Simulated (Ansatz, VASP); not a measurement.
# Re in VASP and in Ansatz

File INCAR:

```
PREC = Accurate ; ENCUT = 520
EDIFF = 1E-7 ; ISMEAR = -1
SIGMA = 0.05 ; LREAL = F
LASPH = T ; NELM = 100
ALGO = Normal ; ISIF = 2
LWAVE = F ; LCHARG = F
GGA = PS ; NBANDS = 10
```

KPOINTS

```
regular mesh
0
Gamma
  14 14 14
```

Contents of POSCAR:

```
Re
1.0
    0.0000000000      1.9880798514      1.9880798514
    1.9880798514      0.0000000000      1.9880798514
    1.9880798514      1.9880798514      0.0000000000
Re
1
Direct
    0.0000000000      0.0000000000      0.0000000000
```

Input for Ansatz:

```yaml
crystal:
  lattice:
    - [0.0, 1.9880798514, 1.9880798514]
    - [1.9880798514, 0.0, 1.9880798514]
    - [1.9880798514, 1.9880798514, 0.0]
  atoms:
    - { symbol: Re, position: [0.0, 0.0, 0.0] }
kpoints:
  mp_grid: { grid: [14, 14, 14] }
  band_path:
    path:
      - [0.0, 0.0, 0.0]
      - [0.5, 0.0, 0.5]
      - [0.625, 0.25, 0.625]
      - [0.375, 0.375, 0.75]
      - [0.0, 0.0, 0.0]
      - [0.5, 0.5, 0.5]
      - [0.5, 0.25, 0.75]
      - [0.5, 0.0, 0.5]
    npoints: 5
scf:
  occupations: { method: fermi_dirac, width: 0.05 }
hamiltonian:
  xc: pbesol
  pseudopotentials: { kind: all_electron, lapw: { basis_error: 0.00025 } }
output:
  forces: true
  stress: true
  eigenvalues: true
```

Change from the starting cell: volume scaled by 1.02.

Alike in both runs: task single point; functional PBEsol; k mesh 14 × 14 × 14; occupations fermi-dirac, width 0.05 eV; no spin polarisation.

```csv
,VASP,Ansatz
version,VASP 6.6.1,Ansatz 0.2.0
potentials or method,"VASP PAW PBE potentials, release 64 (Re), cutoff 520 eV","all-electron LAPW, scalar-relativistic"
```

VASP gave:

```
pressure (GPa) : -24.8
```

Estimate Ansatz's values.

pressure (GPa): -24.1.

VASP's potentials were made for PBE, not for PBEsol. Ansatz ran all-electron here, and VASP with PAW potentials.

Spin-orbit coupling is off throughout.
